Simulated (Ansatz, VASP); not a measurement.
CdTe: VASP beside Ansatz

File POSCAR:

```
CdTe
1.0
    0.0000000000      3.2467686681      3.2467686681
    3.2467686681      0.0000000000      3.2467686681
    3.2467686681      3.2467686681      0.0000000000
Cd Te
1 1
Direct
    0.0000000000      0.0000000000      0.0000000000
    0.2500000000      0.2500000000      0.2500000000
```

The input INCAR.step1:

```
PREC = Accurate
ENCUT = 520
ISMEAR = 0
SIGMA = 0.01
LREAL = False
LASPH = True
NELM = 60
NBANDS = 16
GGA = PE
ALGO = Normal
EDIFF = 1E-4
LWAVE = True
LCHARG = False
```

Contents of INCAR.step2:

```
PREC = Accurate
ENCUT = 520
EDIFF = 1E-6
ISMEAR = 0
SIGMA = 0.01
LREAL = False
LASPH = True
NELM = 60
ALGO = Normal
ISIF = 2
LWAVE = False
LCHARG = False
METAGGA = R2SCAN
LMIXTAU = True
NBANDS = 16
ISTART = 1
```

KPOINTS

```
Automatic mesh
0
Gamma
  6 6 6
```

Input for Ansatz:

```yaml
crystal:
  lattice:
    - [0.0, 3.2467686681, 3.2467686681]
    - [3.2467686681, 0.0, 3.2467686681]
    - [3.2467686681, 3.2467686681, 0.0]
  atoms:
    - { symbol: Cd, position: [0.0, 0.0, 0.0] }
    - { symbol: Te, position: [0.25, 0.25, 0.25] }
kpoints:
  mp_grid: { grid: [6, 6, 6] }
hamiltonian:
  xc: r2scan
scf:
  occupations: { method: fixed }
  n_extra_bands: 4
output:
  forces: true
  stress: true
  eigenvalues: true
```

Alike in both runs: task single point; functional r2SCAN; k mesh 6 × 6 × 6; no spin polarisation.

```csv
,VASP,Ansatz
version,VASP 6.6.1,Ansatz 0.2.0
potentials or method,"VASP PAW PBE potentials, release 64 (Cd, Te)","plane waves, PAW"
plane-wave cutoff (eV),520,500
occupations,"gaussian, width 0.01 eV",fixed
valence electrons in the cell,18,36
```

```csv
,VASP,Ansatz,Ansatz less VASP
gap on the k mesh at the Fermi level (eV),1.25,1.26,+0.006
pressure (GPa),1.4,1.3,-0.13
```

VASP's potentials were made for PBE, not for r2SCAN. VASP's potentials hold 18 valence electrons a cell and Ansatz's 36, so a difference there can come from the potentials and not from the codes.

Neither program's run includes spin-orbit coupling.
